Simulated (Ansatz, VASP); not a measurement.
**Two plane-wave programs on LiF**

The input INCAR:

```
SYSTEM = LiF
PREC     = Accurate       ! precision mode
ENCUT    = 520            ! plane-wave cutoff, eV
EDIFF    = 1E-7           ! SCF threshold, eV
ISMEAR   = 0              ! smearing method
SIGMA    = 0.05           ! smearing width, eV
LREAL    = .FALSE.        ! projectors in reciprocal space
LASPH    = .TRUE.         ! aspherical terms in the spheres
NELM     = 60             ! most SCF steps
ALGO     = Normal         ! electronic algorithm
ISIF     = 2              ! what is computed and relaxed
LWAVE    = .FALSE.        ! write WAVECAR
LCHARG   = .TRUE.         ! write CHGCAR
GGA      = CA             ! functional
LELF     = .TRUE.         ! ELF
LVHAR    = .TRUE.       
NBANDS   = 18             ! bands
```

The input KPOINTS:

```
regular mesh
0
G
  9 9 6
  0 0 0
```

Contents of POSCAR:

```
LiF
1.0
    2.8821665024      0.0000000000      0.0000000000
   -1.4410832512      2.4960294090      0.0000000000
    0.0000000000      0.0000000000      4.3258437034
Li F
2 2
Direct
    0.3333333333      0.6666666667      0.3839784076
    0.6666666667      0.3333333333      0.8839784076
    0.3333333333      0.6666666667      0.9910195924
    0.6666666667      0.3333333333      0.4910195924
```

Input for Ansatz:

```yaml
crystal:
  lattice:
    - [2.8821665024, 0.0, 0.0]
    - [-1.4410832512, 2.496029409, 0.0]
    - [0.0, 0.0, 4.3258437034]
  atoms:
    - { symbol: Li, position: [0.3333333333, 0.6666666667, 0.3839784076] }
    - { symbol: Li, position: [0.6666666667, 0.3333333333, 0.8839784076] }
    - { symbol: F, position: [0.3333333333, 0.6666666667, 0.9910195924] }
    - { symbol: F, position: [0.6666666667, 0.3333333333, 0.4910195924] }
basis:
  ecutwfc: 520.0
kpoints:
  mp_grid: { grid: [9, 9, 6] }
hamiltonian:
  xc: lda
scf:
  occupations: { method: gaussian, width: 0.05 }
output:
  forces: true
  stress: true
  eigenvalues: true
```

Alike in both runs: task single point; functional LDA; k mesh 9 × 9 × 6; occupations gaussian, width 0.05 eV; no spin polarisation.

|  | VASP | Ansatz |
| --- | --- | --- |
| version | VASP 6.6.1 | Ansatz 0.2.0 |
| potentials or method | VASP PAW LDA potentials, release 64 (Li_sv, F), cutoff 520 eV | scalar-relativistic, plane waves, PAW |
| valence electrons in the cell | 20 | 20 |

|  | VASP | Ansatz | Ansatz less VASP |
| --- | --- | --- | --- |
| gap on the k mesh at the Fermi level (eV) | 8.84 | 8.86 | +0.020 |
| least direct gap on the mesh (eV) | 8.84 | 8.86 | +0.020 |
| rms of the force components (eV/Å) | 0.171 | 0.168 | -0.0039 |

LDA's correlation is that of Perdew and Zunger in VASP and of Perdew and Wang (1992) in Ansatz. Atom by atom the forces differ by 0.004 eV/Å (rms over components).

Noted on VASP's run: the cutoff is short for stress, so the pressure is rough.
